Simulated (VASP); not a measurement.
Input of a VASP 6.6.1 run:

INCAR

```
PREC     = Accurate       # precision mode
ENCUT    = 520            # plane-wave cutoff, eV
EDIFF    = 1E-6           # SCF threshold, eV
ISMEAR   = 0              # smearing method
SIGMA    = 0.05           # smearing width, eV
LREAL    = False          # projectors in reciprocal space
LASPH    = True           # aspherical terms in the spheres
NELM     = 100            # most SCF steps
ALGO     = Normal         # electronic algorithm
ISIF     = 2              # what is computed and relaxed
LWAVE    = False          # write WAVECAR
LCHARG   = False          # write CHGCAR
GGA      = PE             # functional
NBANDS   = 35             # bands
```

The input KPOINTS:

```
Automatic mesh
0
Gamma
  6 6 6
```

Contents of POSCAR:

```
Al2O3
1.0
    2.3154001364      1.3367968920      4.2124096416
   -2.3154001364      1.3367968920      4.2124096416
    0.0000000000     -2.6735937841      4.2124096416
Al O
4 6
Direct
    0.8521293568      0.8521293568      0.8521293568
    0.6478706432      0.6478706432      0.6478706432
    0.1478706432      0.1478706432      0.1478706432
    0.3521293568      0.3521293568      0.3521293568
    0.0561574040      0.4438425960      0.7500000000
    0.7500000000      0.0561574040      0.4438425960
    0.4438425960      0.7500000000      0.0561574040
    0.9438425960      0.5561574040      0.2500000000
    0.2500000000      0.9438425960      0.5561574040
    0.5561574040      0.2500000000      0.9438425960
```

Potentials or basis: VASP PAW PBE potentials, release 64 (Al, O).

Command:

```sh
$ cat potpaw_PBE.64/Al/POTCAR potpaw_PBE.64/O/POTCAR > POTCAR
$ mpirun -np 1 vasp_std > vasp.out
```

Problem. Estimate the pressure.

Solution. 32.8 GPa.

Problem. What does it give for the band gap on the k mesh?

Solution. 7.30 eV.

Problem. Estimate the largest force.

Solution. 0.133 eV/Å.

Stress tensor (GPa, compression positive):
```
33.62  0.00  0.00
 0.00 33.62  0.00
 0.00  0.00 31.17
```

Caveat: the cell stands under pressure. A k mesh can miss the band edges.
